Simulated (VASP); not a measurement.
Here is a VASP 6.6.1 calculation.

File INCAR:

```
SYSTEM = SrCl2
ALGO = Normal ; EDIFF = 1E-6
ENCUT = 520 ; GGA = CA
ISIF = 2 ; ISMEAR = 0
LASPH = .TRUE. ; LCHARG = .TRUE.
LELF = .TRUE. ; LREAL = .FALSE.
LVHAR = .TRUE. ; LWAVE = .FALSE.
NBANDS = 19 ; NELM = 100
PREC = Accurate ; SIGMA = 0.05
```

The input KPOINTS:

```
k-points
0
G
  6 6 6
  0 0 0
```

POSCAR

```
SrCl2
1.0
    0.0000000000      3.4855000000      3.2066600000
    3.4855000000      0.0000000000      3.2066600000
    3.4855000000      3.4855000000      0.0000000000
Sr Cl
1 2
Direct
    0.0000000000      0.0000000000      0.0000000000
    0.2500000000      0.2500000000      0.2500000000
    0.7500000000      0.7500000000      0.7500000000
```

Potentials or basis: VASP PAW LDA potentials, release 64 (Sr_sv, Cl).

Launch:

```bash
$ cat potpaw_LDA.64/Sr_sv/POTCAR potpaw_LDA.64/Cl/POTCAR > POTCAR
$ mpirun -np 1 vasp_std > vasp.out
```

Question: Estimate the pressure.

Answer: 0.7 GPa.

Question: What does it give for the band gap on the k mesh?

Answer: 4.57 eV (least direct gap 4.63 eV).

Stress tensor (GPa, compression positive):
```
-1.00  0.00  0.00
 0.00 -1.00  0.00
 0.00  0.00  4.09
```

Caveat: the cell differs from its parent crystal (strain +0.000 along x and y, -0.080 along z). A k mesh can miss the band edges.
